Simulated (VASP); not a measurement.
# SnO2: single point with r2SCAN

Crystal: SnO2.

```
Sn O
1.0
     4.54504    0.00000    0.00000
     0.00000    4.54504    0.00000
     0.00000    0.00000    3.28770
Sn O
2 4
Cartesian
  2.2725 2.2725 1.6439
  0.0000 0.0000 0.0000
  0.8784 3.6666 1.6439
  3.6666 0.8784 1.6439
  1.3941 1.3941 0.0000
  3.1509 3.1509 0.0000
```

This cell differs from its parent crystal: biaxial strain in the a-b plane: -4.5 %.

* Program: VASP 6.6.1
* Task: single point
* Functional: r2SCAN
* Potentials or basis: VASP PAW PBE potentials, release 64 (Sn_d, O)
* Cutoff: 520 eV
* k mesh: 6 × 6 × 8
* Occupations: gaussian, width 0.02 eV
* Spin: no spin polarisation
* Dipole correction: no
* Further INCAR settings: ALGO = Normal; EDIFF = 1e-06; NBANDS = 35

```json
{
  "Pressure": "15.4 GPa",
  "Largest force": "0.127 eV/Å",
  "Band gap on the k mesh": "2.43 eV"
}
```

Forces in eV/Å, atoms in the order of the input:
```
Sn   0.000  0.000  0.000
Sn   0.000  0.000  0.000
O   -0.090  0.090  0.000
O    0.090 -0.090  0.000
O    0.090  0.090  0.000
O   -0.090 -0.090  0.000
```

Stress tensor (GPa, compression positive):
```
20.21  0.00  0.00
 0.00 20.21  0.00
 0.00  0.00  5.78
```

Levels at points of the mesh, in eV from the valence-band top:
| k point | band 24 | band 25 | band 26 | band 27 | band 28 | band 29 |
| --- | --- | --- | --- | --- | --- | --- |
| (0.00, 0.00, 0.00) | -0.71 | -0.71 | 0.00 | 2.43 | 6.71 | 6.93 |
| (0.50, 0.00, 0.00) | -1.24 | -0.58 | -0.58 | 5.68 | 5.68 | 7.71 |
| (0.50, 0.50, 0.00) | -1.42 | -0.79 | -0.79 | 5.96 | 5.96 | 8.43 |
| (0.00, 0.00, 0.50) | -1.83 | -1.30 | -1.30 | 7.60 | 7.60 | 11.19 |
| (0.50, 0.00, 0.50) | -1.11 | -0.40 | -0.40 | 8.03 | 8.03 | 9.76 |
| (0.50, 0.50, 0.50) | -0.91 | -0.76 | -0.76 | 6.38 | 6.38 | 10.02 |

Wall time 2.1 min on 1 thread of Intel(R) Xeon(R) 6975P-C (Granite Rapids), on a shared host, peak memory 0.24 GiB.

Caveat: the cell differs from its parent crystal (biaxial strain in the a-b plane: -4.5 %); the cell stands under pressure; the PAW data sets were made with another functional, which shifts forces and pressure a little; spin-orbit coupling is left out, which moves the levels of the heavy elements.
